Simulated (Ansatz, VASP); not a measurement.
Ga in VASP and in Ansatz

```
Ga
1.0
     0.00000    2.05818    2.05818
     2.05818    0.00000    2.05818
     2.05818    2.05818    0.00000
Ga
1
Direct
  0.00000 0.00000 0.00000
```

Alike in both runs: functional r2SCAN; k mesh 6 × 6 × 6; occupations gaussian, width 0.1 eV; no spin polarisation.

Ansatz relaxed the structure, and its values are those at the end. VASP's run is a single point on that final structure, the one shown.

|  | VASP | Ansatz |
| --- | --- | --- |
| version | VASP 6.6.1 | Ansatz 0.2.0 |
| potentials or method | VASP PAW PBE potentials, release 64 (Ga_d), cutoff 520 eV | scalar-relativistic, plane waves, PAW |
| valence electrons in the cell | 13 | 13 |

```csv
,VASP,Ansatz,Ansatz less VASP
gap on the k mesh at the Fermi level (eV),none,none,-
pressure (GPa),-0.2,-0.2,+0.02
```

VASP's potentials were made for PBE, not for r2SCAN. A gap of «none» marks a metal or a gap that the smearing closes. With one functional, cell and mesh, what is left measures potentials, basis and numerics.

The k mesh is coarse, so the values compare programs but aren't converged.
